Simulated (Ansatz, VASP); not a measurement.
# One calculation of TiAs3, two programs

```
Ti As
1.0
     4.22065    0.00000    0.00000
     0.00000    4.22065    0.00000
     0.00000    0.00000    4.22065
Ti As
1 3
Cartesian
  0.0000 0.0000 0.0000
  0.0000 2.1103 2.1103
  2.1103 0.0000 2.1103
  2.1103 2.1103 0.0000
```

Alike in both runs: task relaxation of cell and atoms; functional PBE; k mesh 12 × 12 × 12; occupations gaussian, width 0.1 eV; no spin polarisation.

```csv
,VASP,Ansatz
version,VASP 6.6.1,Ansatz 0.2.0
potentials or method,"VASP PAW PBE potentials, release 64 (Ti_sv, As), cutoff 600 eV","scalar-relativistic, plane waves, PAW"
valence electrons in the cell,27,57
```

|  | VASP | Ansatz | Ansatz less VASP |
| --- | --- | --- | --- |
| gap on the k mesh at the Fermi level, each at its own relaxed structure (eV) | none | none | - |
| relaxed volume (Å³/atom) | 18.19 | 18.16 | -0.030 |
| relaxed cell length with the largest relative difference (Å) | 4.175 | 4.172 | -0.0023 |

A gap of «none» marks a metal or a gap that the smearing closes. VASP's potentials hold 27 valence electrons a cell and Ansatz's 57, so a difference there can come from the potentials and not from the codes.
